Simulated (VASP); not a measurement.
Runs of VASP 6.6.1 on Sn. The structure is that of space group I4_1/amd (No. 141), or close to it. The cells are those of the table. 

```tsv
cell	gap on the mesh (eV)	pressure (GPa)
a = 4.605, b = 4.605, c = 4.223 Å, angles 62.7, 62.7, 54.6°, 2 atoms	none	5.7
a = 4.507, b = 4.507, c = 4.223 Å, angles 62.1, 62.1, 55.9°, 2 atoms	none	(a)
a = 4.316, b = 4.316, c = 4.406 Å, angles 59.3, 59.3, 61.4°, 2 atoms	none	12.1
a = 4.410, b = 4.410, c = 4.223 Å, angles 61.4, 61.4, 57.2°, 2 atoms	none	12.1
```

Alike in all rows: task single point; level PBEsol; potentials or basis VASP PAW PBE potentials, release 64 (Sn_d); no spin polarisation; k mesh 12 × 12 × 12; cutoff (eV) 520; smearing gaussian 0.15 eV.

Estimate the missing entries.

(a) 8.6.

Caveats: the PAW data sets were made with another functional, which shifts forces and pressure a little; spin-orbit coupling is left out, which moves the levels of the heavy elements; the cell stands under pressure (at least some runs); the stress differs along the axes, from 2 to 8 GPa (at least some runs).

A k mesh can miss the band edges, and the runs leave out spin-orbit coupling on Sn.

A gap of «none» marks levels without a gap at the run's occupations.
